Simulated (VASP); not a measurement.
Input of a VASP 6.6.1 run:

File INCAR:

```
SYSTEM = MgO2
  PREC = Accurate
  ENCUT = 520
  EDIFF = 1E-6
  ISMEAR = 0
  SIGMA = 0.05
  LREAL = .FALSE.
  LASPH = .TRUE.
  NELM = 60
  ALGO = Normal
  ISIF = 2
  LWAVE = .FALSE.
  LCHARG = .TRUE.
  GGA = PS
  LELF = .TRUE.
  LVHAR = .TRUE.
  NBANDS = 14
```

File KPOINTS:

```
regular mesh
0
G
  12 12 12
  0 0 0
```

Contents of POSCAR:

```
MgO2
1.0
    1.5679852351      0.9052766976      3.4573706250
   -1.5679852351      0.9052766976      3.4573706250
    0.0000000000     -1.8105533951      3.4573706250
Mg O
1 2
Direct
    0.0000000000      0.0000000000      0.0000000000
    0.4291433728      0.4291433728      0.4291433728
    0.5708566272      0.5708566272      0.5708566272
```

Potentials or basis: VASP PAW PBE potentials, release 64 (Mg, O).

Run with:

```bash
$ cat potpaw_PBE.64/Mg/POTCAR potpaw_PBE.64/O/POTCAR > POTCAR
$ mpirun -np 1 vasp_std > vasp.out
```

Problem. What does it give for the pressure?

Solution. 2.2 GPa.

Problem. Estimate the largest force.

Solution. 0.062 eV/Å.

Problem. Estimate the band gap on the k mesh.

Solution. 2.42 eV, direct.

Forces on the atoms (eV/Å):
```
Mg   0.000  0.000  0.000
O    0.000  0.000 -0.062
O    0.000  0.000  0.062
```

Caveat: the cell differs from its parent crystal (strain -0.0100 x Voigt [1, 1, 0, 0, 0, 0]); the PAW data sets were made with another functional, which shifts forces and pressure a little. A k mesh can miss the band edges.
